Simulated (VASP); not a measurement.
# N in VASP: further runs

N is run at these levels: PBE+D3(BJ); tasks: single point.

Program: VASP 6.6.1. These are calculated values, not measurements. Logs are shortened: lines on timing, memory, paths and dates and some standing lists are left out, and cuts for length are marked.

### 1 The cell of the first run

The cell holds a disordered packing, 16 atoms: a = 7.992 Å, b = 7.992 Å, c = 7.992 Å, α = 90.00°, β = 90.00°, γ = 90.00°.

### 2 Single point, PBE+D3(BJ)

INCAR reads:

```
SYSTEM = N
ALGO = Normal ; EDIFF = 1E-6
ENCUT = 1000 ; GGA = PE
GGA_COMPAT = .FALSE. ; ISIF = 2
ISMEAR = -1 ; IVDW = 12
LASPH = .TRUE. ; LCHARG = .FALSE.
LREAL = Auto ; LWAVE = .FALSE.
NBANDS = 54 ; NELM = 120
PREC = Accurate ; SIGMA = 0.02
```

KPOINTS reads:

```
k-points
0
G
  1 1 1
  0 0 0
```

POSCAR reads:

```
N
1.0
    7.9916580000      0.0000000000      0.0000000000
    0.0000000000      7.9916580000      0.0000000000
    0.0000000000      0.0000000000      7.9916580000
N
16
Direct
    0.4487053875      0.8378736928      0.9693232618
    0.4388826449      0.9796215003      0.9569728835
    1.0293858921      0.0480626173      0.0669448067
    0.9050437344      0.0721877738      0.0336225599
    0.3870035479      0.3220358028      0.3040295268
    0.4338273735      0.3397042266      0.1708781832
    0.6983657209      0.2436415572      0.7935900160
    0.8142490582      0.2010721680      0.7235920256
    0.8014231840      0.1151700936      0.3838377468
    0.7975316261     -0.0142148225      0.3486885950
    1.0080761714      0.4744947794      0.2189658266
    0.8663909291      0.4721298134      0.2227197410
    0.3052182663      0.3364508341      0.6447347972
    0.2180273480      0.3488262386      0.7517588966
    0.3012891693      0.6640549433      0.3441838978
    0.4462278040      0.6827118978      0.3336228853
```

Potentials or basis: VASP PAW PBE potentials, release 64 (N_h).

Run with:

```
> cat potpaw_PBE.64/N_h/POTCAR > POTCAR
> mpirun -np 1 vasp_gam > vasp.out
```

OUTCAR:

```text
SYSTEM = N
   EDIFF = 1E-6
   ENCUT = 1000
   GGA = PE
   ISIF = 2
   ISMEAR = -1
   IVDW = 12
   LASPH = .TRUE.
   LREAL = Auto
   NELM = 120
   PREC = Accurate
 IVDW          = 12

 ion  position               nearest neighbor table
   1  0.449  0.838  0.969-   2 1.14
   2  0.439  0.980  0.957-   1 1.14
   3  0.029  0.048  0.067-   4 1.05
   4  0.905  0.072  0.034-   3 1.05
   5  0.387  0.322  0.304-   6 1.14
   6  0.434  0.340  0.171-   5 1.14
[... 8 lines left out ...]
  15  0.301  0.664  0.344-  16 1.17
  16  0.446  0.683  0.334-  15 1.17

  LATTYP: Found a simple cubic cell.
 ALAT       =     7.9916580000

  Lattice vectors:

 A1 = (   7.9916580000,   0.0000000000,   0.0000000000)
 A2 = (   0.0000000000,   7.9916580000,   0.0000000000)
 A3 = (   0.0000000000,   0.0000000000,   7.9916580000)

Analysis of symmetry for initial positions (statically):
=====================================================================
 Subroutine PRICEL returns:
 Original cell was already a primitive cell.

 Routine SETGRP: Setting up the symmetry group for a
 simple cubic supercell.

 Subroutine GETGRP returns: Found  1 space group operations
 (whereof  1 operations were pure point group operations)
 out of a pool of 48 trial point group operations.

The static configuration has the point symmetry C_1 .

Analysis of symmetry for dynamics (positions and initial velocities):
=====================================================================
 Subroutine PRICEL returns:
 Original cell was already a primitive cell.

 Routine SETGRP: Setting up the symmetry group for a
 simple cubic supercell.

 Subroutine GETGRP returns: Found  1 space group operations
 (whereof  1 operations were pure point group operations)
 out of a pool of 48 trial point group operations.

The dynamic configuration has the point symmetry C_1 .

 Subroutine INISYM returns: Found  1 space group operations
 (whereof  1 operations are pure point group operations),
 and found     1 'primitive' translations

----------------------------------------------------------------------------------------

                                     Primitive cell

  volume of cell :     510.4000
[... 88 lines left out ...]
   LNONCOLLINEAR =      F non collinear calculations
   LSORBIT =      F    spin-orbit coupling
   LASPH  =      T    aspherical Exc in radial PAW
   ENCUT  = 1000.0 eV  73.50 Ry    8.57 a.u.  20.61 20.61 20.61*2*pi/ulx,y,z
   NELM   =    120;   NELMIN=  2; NELMDL= -5     # of ELM steps
   EDIFF  = 0.1E-05   stopping-criterion for ELM
   LREAL  =      T    real-space projection
   EDIFFG = 0.1E-04   stopping-criterion for IOM
   NSW    =      0    number of steps for IOM
[... 5 lines left out ...]
   TEBEG  =    0.0;   TEEND  =   0.0 temperature during run
   PSTRESS=    0.0 pullay stress
   NELECT =      80.0000    total number of electrons
   NUPDOWN=      -1.0000    fix difference up-down
   EMIN   =  10.00;   EMAX   =-10.00  energy-range for DOS
   EFERMI =   0.00;   METHOD = LEGACY
   ISMEAR =    -1;   SIGMA  =   0.02  broadening in eV -4-tet -1-fermi 0-gaus
   EFERMI_NEDOS =   21; number of points for ismear=-14 and -15
   IALGO  =     38    algorithm
   IMIX   =      4    mixing-type and parameters
     AMIX     =   0.40;   BMIX     =  1.00
     AMIX_MAG =   1.60;   BMIX_MAG =  1.00
  volume/ion in A,a.u.               =      31.90       215.27
  Fermi-wavevector in a.u.,A,eV,Ry     =   0.882676  1.668016 10.600527  0.779117
  Thomas-Fermi vector in A             =   2.003339
   LORBIT       =      0    0 simple, 1 ext, 2 COOP (PROOUT), +10 PAW based schemes
   GGA     = PE    functional components
   LHFCALC =     F    Hartree Fock is set to
   AEXX    =    0.0000 exact exchange contribution
   IVDW    =    12    specifies the selected vdW correction
   LEPSILON=     F    determine dielectric tensor
   LRPA    =     F    only Hartree local field effects (RPA)
 non-spin polarized calculation
  energy-cutoff  :     1000.00
  volume of cell :      510.40
 maximum number of plane-waves:     18225
 NGX is ok and might be reduce to    84
   NGX = 41   NGY = 41   NGZ = 41

 number of electron      79.9999999 magnetization

 Free energy of the ion-electron system (eV)
  ---------------------------------------------------
  ext. energy  EPLUGINS =         0.00000000
  ---------------------------------------------------
  free energy    TOTEN  =      -133.16421268 eV

  energy without entropy =     -133.16421268  energy(sigma->0) =     -133.16421268

 E-fermi :  -6.3762     XC(G=0):  -5.1309

 val. band max:       -6.9013883790   @ k =   0.0000   0.0000   0.0000
 cond. band min:      -0.2154129237   @ k =   0.0000   0.0000   0.0000
 fundamental gap:      6.6859754553
 Fermi energy:        -6.3762225734

 k-point     1 :       0.0000    0.0000    0.0000
  band No.  band energies     occupation
      1     -26.4655      2.00000
      2     -26.0321      2.00000
      3     -25.2875      2.00000
      4     -24.9975      2.00000
      5     -24.9656      2.00000
      6     -24.9501      2.00000
[... 44 lines left out ...]
     51       0.8739      0.00000
     52       0.8972      0.00000
 [bands above 52 left out]

------------------------ aborting loop because EDIFF is reached ----------------------------------------

 Edisp (eV)   -0.63227

 E8    (eV) :    -0.1533

  FORCE on cell =-STRESS in cart. coord.  units (eV):
  Direction    XX          YY          ZZ          XY          YZ          ZX
  --------------------------------------------------------------------------------------
  -------------------------------------------------------------------------------------
  Total      -7.45505     0.83395    -1.78682    -1.62664     1.17571     6.55695
  in kB     -23.40188     2.61782    -5.60895    -5.10614     3.69062    20.58267
  external pressure =       -8.80 kB  Pullay stress =        0.00 kB

 VOLUME and BASIS-vectors are now :
 -----------------------------------------------------------------------------
  energy-cutoff  :     1000.00
  volume of cell :      510.40
      direct lattice vectors                 reciprocal lattice vectors
     7.991658000  0.000000000  0.000000000     0.125130480  0.000000000  0.000000000
     0.000000000  7.991658000  0.000000000     0.000000000  0.125130480  0.000000000
     0.000000000  0.000000000  7.991658000     0.000000000  0.000000000  0.125130480

 POSITION                                       TOTAL-FORCE (eV/Angst)
 -----------------------------------------------------------------------------------
      3.58590      6.69600      7.74650        -0.305671      4.604465     -0.439770
      3.50740      7.82880      7.64780         0.300160     -4.616478      0.394994
      0.23484      0.38410      0.53500         9.339485     -1.777415      2.320003
      7.23280      0.57690      0.26870        -8.958928      1.617775     -2.433453
      3.09280      2.57360      2.42970         1.491887      0.197747     -4.400859
      3.46700      2.71480      1.36560        -1.369390     -0.664108      3.956125
[... 8 lines left out ...]
      2.40780      5.30690      2.75060         7.634359      1.296128     -0.417533
      3.56610      5.45600      2.66620        -7.590865     -0.776343      0.635488
 -----------------------------------------------------------------------------------
    total drift:                               -0.006489      0.000126      0.004256

  FREE ENERGIE OF THE ION-ELECTRON SYSTEM (eV)
  ---------------------------------------------------
  free  energy   TOTEN  =      -133.7964778405 eV

  energy  without entropy=     -133.7964778405  energy(sigma->0) =     -133.79647784
```

OSZICAR:

```text
N       E                     dE             d eps       ncg     rms          rms(c)
DAV:   1     0.105371129631E+04    0.10537E+04   -0.51721E+04   108   0.212E+03
DAV:   2     0.113526320316E+03   -0.94018E+03   -0.88016E+03   144   0.340E+02
DAV:   3    -0.129259373719E+03   -0.24279E+03   -0.24183E+03   144   0.181E+02
DAV:   4    -0.139695251503E+03   -0.10436E+02   -0.10304E+02   128   0.438E+01
DAV:   5    -0.140016367589E+03   -0.32112E+00   -0.31946E+00   152   0.657E+00    0.180E+01
DAV:   6    -0.134520145774E+03    0.54962E+01   -0.82435E+00   136   0.114E+01    0.941E+00
DAV:   7    -0.133197152754E+03    0.13230E+01   -0.54753E+00   144   0.902E+00    0.227E+00
DAV:   8    -0.133167502107E+03    0.29651E-01   -0.47376E-01   122   0.314E+00    0.436E-01
DAV:   9    -0.133163400308E+03    0.41018E-02   -0.31468E-02   136   0.826E-01    0.156E-01
DAV:  10    -0.133163807959E+03   -0.40765E-03   -0.22486E-03   136   0.247E-01    0.775E-02
DAV:  11    -0.133164106275E+03   -0.29832E-03   -0.83943E-04   144   0.186E-01    0.491E-02
DAV:  12    -0.133164166855E+03   -0.60580E-04   -0.23847E-04   136   0.836E-02    0.299E-02
DAV:  13    -0.133164202144E+03   -0.35289E-04   -0.94544E-05   152   0.561E-02    0.975E-03
DAV:  14    -0.133164208648E+03   -0.65039E-05   -0.16809E-05   136   0.236E-02    0.568E-03
DAV:  15    -0.133164211687E+03   -0.30396E-05   -0.37719E-06   128   0.999E-03    0.262E-03
DAV:  16    -0.133164212685E+03   -0.99712E-06   -0.82684E-07    96   0.496E-03
   1 F= -.13379648E+03 E0= -.13379648E+03  d E =-.430264E-11
```

It took 3.6 min on 1 thread of AMD EPYC 7R43 (Zen 3), shared host; peak memory 0.92 GiB.

Results:

| Item | Value |
| --- | --- |
| Free energy | -133.7965 eV |
| Pressure | -0.9 GPa |
| Largest force | 9.786 eV/Å |
| Dispersion energy per atom | -0.040 eV |

Forces on the atoms (eV/Å):
```
N   -0.306  4.604 -0.440
N    0.300 -4.616  0.395
N    9.339 -1.777  2.320
N   -8.959  1.618 -2.433
N    1.492  0.198 -4.401
N   -1.369 -0.664  3.956
N    3.214 -1.083 -2.164
N   -3.352  1.334  2.007
N    0.038  4.615  1.265
N   -0.273 -4.751 -1.000
N   -3.963 -0.135  0.027
N    3.845  0.122 -0.105
N   -0.414  0.075  0.862
N    0.363 -0.058 -0.507
N    7.634  1.296 -0.418
N   -7.591 -0.776  0.635
```

Stress tensor (GPa, compression positive):
```
-2.34 -0.51  2.06
-0.51  0.26  0.37
 2.06  0.37 -0.56
```

Caveat: the k points lie up to 0.79 Å⁻¹ apart.

### 3 Single point, PBE+D3(BJ)

INCAR reads:

```
ALGO     = Normal         # electronic algorithm
EDIFF    = 1E-6           # SCF threshold, eV
ENCUT    = 1000           # plane-wave cutoff, eV
GGA      = PE             # functional
GGA_COMPAT= False        
ISIF     = 2              # what is computed and relaxed
ISMEAR   = -1             # smearing method
IVDW     = 12             # dispersion correction
LASPH    = True           # aspherical terms in the spheres
LCHARG   = False          # write CHGCAR
LREAL    = Auto         
LWAVE    = False          # write WAVECAR
NBANDS   = 54             # bands
NELM     = 120            # most SCF steps
PREC     = Accurate       # precision mode
SIGMA    = 0.02           # smearing width, eV
```

KPOINTS reads:

```
k-points
0
Gamma
  1 1 1
```

POSCAR reads:

```
N
1.0
    7.9916580000      0.0000000000      0.0000000000
    0.0000000000      7.9916580000      0.0000000000
    0.0000000000      0.0000000000      7.9916580000
N
16
Direct
    0.5268409484      0.9877163416      0.8905828485
    0.4572205972      0.9215958921      0.7914253048
    0.9884549864      0.0644134003     -0.0357083339
    0.9591355418      0.0969199227      0.0951953061
    0.3624506758      0.1945779112      0.3002858008
    0.3777318048      0.2851341586      0.1973369222
    0.6943465880      0.4387783160      0.7645672335
    0.6282726892      0.3836263324      0.6567252422
    0.8258140417     -0.0414935552      0.5219097529
    0.7390107600      0.0343776281      0.4462883875
    1.0119908339      0.6497059045      0.2284281897
    0.8781228059      0.6162366696      0.2270642065
    0.0951531515      0.3692834104      0.5954802493
    0.1854635069      0.3150410030      0.6846236201
    0.4513310251      0.6764220410      0.3815412702
    0.4398126434      0.7567673236      0.2700298996
```

Potentials or basis: VASP PAW PBE potentials, release 64 (N_h).

Run with:

```
> cat potpaw_PBE.64/N_h/POTCAR > POTCAR
> mpirun -np 1 vasp_gam > vasp.out
```

OUTCAR:

```text
EDIFF = 1E-6
   ENCUT = 1000
   GGA = PE
   ISIF = 2
   ISMEAR = -1
   IVDW = 12
   LASPH = True
   LREAL = Auto
   NELM = 120
   PREC = Accurate
 IVDW          = 12

 ion  position               nearest neighbor table
   1  0.527  0.988  0.891-   2 1.10
   2  0.457  0.922  0.791-   1 1.10
   3  0.988  0.064  0.964-   4 1.10
   4  0.959  0.097  0.095-   3 1.10
   5  0.362  0.195  0.300-   6 1.10
   6  0.378  0.285  0.197-   5 1.10
[... 8 lines left out ...]
  15  0.451  0.676  0.382-  16 1.10
  16  0.440  0.757  0.270-  15 1.10

  LATTYP: Found a simple cubic cell.
 ALAT       =     7.9916580000

  Lattice vectors:

 A1 = (   7.9916580000,   0.0000000000,   0.0000000000)
 A2 = (   0.0000000000,   7.9916580000,   0.0000000000)
 A3 = (   0.0000000000,   0.0000000000,   7.9916580000)

Analysis of symmetry for initial positions (statically):
=====================================================================
 Subroutine PRICEL returns:
 Original cell was already a primitive cell.

 Routine SETGRP: Setting up the symmetry group for a
 simple cubic supercell.
[... 176 lines left out ...]
 Fermi energy:        -6.7985826999

 k-point     1 :       0.0000    0.0000    0.0000
  band No.  band energies     occupation
      1     -25.6074      2.00000
      2     -25.5821      2.00000
      3     -25.5577      2.00000
      4     -25.5522      2.00000
      5     -25.5184      2.00000
      6     -25.5126      2.00000
[... 44 lines left out ...]
     51       0.7890      0.00000
     52       0.8301      0.00000
 [bands above 52 left out]

------------------------ aborting loop because EDIFF is reached ----------------------------------------

 Edisp (eV)   -0.56992

 E8    (eV) :    -0.1304

  FORCE on cell =-STRESS in cart. coord.  units (eV):
  Direction    XX          YY          ZZ          XY          YZ          ZX
  --------------------------------------------------------------------------------------
  -------------------------------------------------------------------------------------
  Total      -0.57748    -0.56914    -0.62070    -0.02101    -0.03188    -0.10034
  in kB      -1.81276    -1.78657    -1.94842    -0.06597    -0.10009    -0.31496
  external pressure =       -1.85 kB  Pullay stress =        0.00 kB

 VOLUME and BASIS-vectors are now :
 -----------------------------------------------------------------------------
  energy-cutoff  :     1000.00
  volume of cell :      510.40
      direct lattice vectors                 reciprocal lattice vectors
     7.991658000  0.000000000  0.000000000     0.125130480  0.000000000  0.000000000
     0.000000000  7.991658000  0.000000000     0.000000000  0.125130480  0.000000000
     0.000000000  0.000000000  7.991658000     0.000000000  0.000000000  0.125130480

 POSITION                                       TOTAL-FORCE (eV/Angst)
 -----------------------------------------------------------------------------------
      4.21033      7.89349      7.11723        -0.029660     -0.023421     -0.052030
      3.65395      7.36508      6.32480         0.027436      0.028943      0.056288
      7.89939      0.51477      7.70629        -0.034110      0.016058      0.061806
      7.66508      0.77455      0.76077         0.031720     -0.014011     -0.077073
      2.89658      1.55500      2.39978        -0.008126     -0.011486     -0.009203
      3.01870      2.27869      1.57705         0.008602      0.004296     -0.005917
[... 8 lines left out ...]
      3.60688      5.40573      3.04915        -0.004077     -0.016826      0.024431
      3.51483      6.04783      2.15799        -0.003962      0.021386     -0.027121
 -----------------------------------------------------------------------------------
    total drift:                                0.004894      0.000060      0.003908

  FREE ENERGIE OF THE ION-ELECTRON SYSTEM (eV)
  ---------------------------------------------------
  free  energy   TOTEN  =      -135.2640744211 eV

  energy  without entropy=     -135.2640744211  energy(sigma->0) =     -135.26407442
```

Run time: 3.1 min. Hardware: 1 thread of Intel Xeon 6975P-C (Granite Rapids), shared host; peak memory 0.93 GiB.

Results:

* Free energy: -135.2641 eV
* Pressure: -0.2 GPa
* Largest force: 0.120 eV/Å
* Dispersion energy per atom: -0.036 eV

Forces on the atoms (eV/Å):
```
N   -0.030 -0.023 -0.052
N    0.027  0.029  0.056
N   -0.034  0.016  0.062
N    0.032 -0.014 -0.077
N   -0.008 -0.011 -0.009
N    0.009  0.004 -0.006
N    0.000  0.001 -0.007
N   -0.008  0.008  0.024
N    0.079 -0.063  0.065
N   -0.065  0.062 -0.057
N   -0.027 -0.020 -0.006
N    0.022  0.005  0.007
N    0.034 -0.027  0.034
N   -0.024  0.029 -0.032
N   -0.004 -0.017  0.024
N   -0.004  0.021 -0.027
```

Caveat: the k points lie up to 0.79 Å⁻¹ apart.
